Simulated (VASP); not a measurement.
The system is FeCo.

```
CELL_PARAMETERS angstrom
2.62084 0.00000 0.00000
0.00000 2.62084 0.00000
0.00000 0.00000 2.62084
ATOMIC_POSITIONS crystal
Fe 0.50000 0.50000 0.50000
Co 0.00000 0.00000 0.00000
```

Base run:

```yaml
Program: VASP 6.6.1
Functional: PBEsol
Potentials_or_basis: VASP PAW PBE potentials, release 64 (Fe, Co)
Cutoff: 600 eV
k_mesh: 18 × 18 × 18
Occupations: gaussian, width 0.15 eV
Spin: collinear spin, ferromagnetic start
Starting_moments: "[3.0, 2.2] μB"
Fixed_moment: 5.2 μB
```

Its results: pressure 90.3 GPa; site moments Fe +3.01; Co +2.08 μB.

**Question.** The run is repeated on the same cell with these changes: fixed moment from 5.2 μB to 3.9 μB; moments at the start from [3.0, 2.2] to [2.25, 1.65]. What comes out?

**Answer.** Pressure 65.6 GPa; site moments Fe +2.28; Co +1.55 μB.

Caveats: the cell stands under pressure; the PAW data sets were made with another functional, which shifts forces and pressure a little; the total moment is fixed, so each spin has its own Fermi level and the state may be an excited one.
